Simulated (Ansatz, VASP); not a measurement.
## HgSe in VASP and in Ansatz

Contents of INCAR:

```
SYSTEM = HgSe
  PREC = Accurate
  ENCUT = 400
  EDIFF = 1E-8
  ISMEAR = -1
  SIGMA = 0.03
  LREAL = .FALSE.
  LASPH = .TRUE.
  NELM = 120
  ALGO = Normal
  ISIF = 2
  LWAVE = .FALSE.
  LCHARG = .FALSE.
  GGA = CA
  LEFG = .TRUE.
  ISYM = 0
  NBANDS = 16
  GGA_COMPAT = .FALSE.
```

KPOINTS

```
Automatic mesh
0
G
  11 11 11
  0 0 0
```

File POSCAR:

```
HgSe
1.0
    0.0000000000      3.1719771237      3.1719771237
    3.1719771237      0.0000000000      3.1719771237
    3.1719771237      3.1719771237      0.0000000000
Hg Se
1 1
Direct
    0.0000000000      0.0000000000      0.0000000000
    0.2500000000      0.2500000000      0.2500000000
```

Input for Ansatz:

```yaml
crystal:
  lattice:
    - [0.0, 3.1719771237, 3.1719771237]
    - [3.1719771237, 0.0, 3.1719771237]
    - [3.1719771237, 3.1719771237, 0.0]
  atoms:
    - { symbol: Hg, position: [0.0, 0.0, 0.0] }
    - { symbol: Se, position: [0.25, 0.25, 0.25] }
  symmetry: { detect: false }
kpoints:
  mp_grid: { grid: [11, 11, 11] }
scf:
  occupations: { method: fermi_dirac, width: 0.03 }
hamiltonian:
  xc: lda
  pseudopotentials: { kind: all_electron, datasets: crystal }
output:
  forces: true
  stress: true
  eigenvalues: true
  efg: { contact_densities: true }
```

Alike in both runs: task electric field gradients; functional LDA; k mesh 11 × 11 × 11; occupations fermi-dirac, width 0.03 eV; no spin polarisation.

```csv
,VASP,Ansatz
version,VASP 6.6.1,Ansatz 0.2.0
potentials or method,"VASP PAW LDA potentials, release 64 (Hg, Se), cutoff 400 eV","all-electron PAW with datasets made for the crystal, scalar-relativistic"
```

```tsv
	VASP	Ansatz	Ansatz less VASP
gap on the k mesh at the Fermi level (eV)	none	none	-
pressure (GPa)	-5.3	-5.6	-0.24
```

LDA's correlation is that of Perdew and Zunger in VASP and of Perdew and Wang (1992) in Ansatz. A gap of «none» marks a metal or a gap that the smearing closes. Ansatz ran all-electron here, and VASP with PAW potentials.

Neither program's run includes spin-orbit coupling.
